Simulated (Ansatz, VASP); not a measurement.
Two plane-wave programs on Ca

```xyz
2
Lattice="0.0000 4.5167 4.5167 4.5167 0.0000 4.5167 4.5167 4.5167 0.0000" Properties=species:S:1:pos:R:3 pbc="T T T"
Ca    1.1292    1.1292    1.1292
Ca    7.9042    7.9042    7.9042
```

Alike in both runs: functional BLYP; k mesh 7 × 7 × 7; occupations fermi-dirac, width 0.1 eV; no spin polarisation.

Ansatz relaxed the structure, and its values are those at the end. VASP's run is a single point on that final structure, the one shown.

|  | VASP | Ansatz |
| --- | --- | --- |
| version | VASP 6.6.1 | Ansatz 0.2.0 |
| potentials or method | VASP PAW PBE potentials, release 64 (Ca_sv), cutoff 520 eV | plane waves (420 eV) with PAW, scalar-relativistic |
| valence electrons in the cell | 20 | 20 |

|  | VASP | Ansatz | Ansatz less VASP |
| --- | --- | --- | --- |
| pressure (GPa) | 0.0 | 0.0 | +0.01 |

VASP's potentials were made for PBE, not for BLYP. With one functional, cell and mesh, what is left measures potentials, basis and numerics.
